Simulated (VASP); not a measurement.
Runs of VASP 6.6.1 on Si2Ge3. The structure is that of space group P6/mmm (No. 191), or close to it. The cells are those of the table. 

```csv
task,cell,k mesh,cutoff (eV),gap on the mesh (eV),pressure (GPa)
single point,"a = 5.482, b = 5.482, c = 4.716 Å, angles 90.0, 90.0, 120.0°, 5 atoms",6 × 6 × 4,520,none,-0.1
single point,"a = 5.491, b = 5.491, c = 4.676 Å, angles 90.0, 90.0, 120.0°, 5 atoms",12 × 12 × 8,520,none,0.0
relaxation of cell and atoms,"relaxed from a = 4.306, b = 4.306, c = 6.259 Å, angles 90.0, 90.0, 120.0°, 5 atoms",6 × 6 × 4,600,none,0.1
single point,"a = 4.306, b = 4.306, c = 6.259 Å, angles 90.0, 90.0, 120.0°, 5 atoms",6 × 6 × 4,520,none,(a)
```

Alike in all rows: level PBE; potentials or basis VASP PAW PBE potentials, release 64 (Si, Ge_d); no spin polarisation; smearing gaussian 0.1 eV.

Problem. Estimate the missing entries.

Solution. (a) 58.5.

A k mesh can miss the band edges, and the runs leave out spin-orbit coupling on Ge.

A gap of «none» marks levels without a gap at the run's occupations.
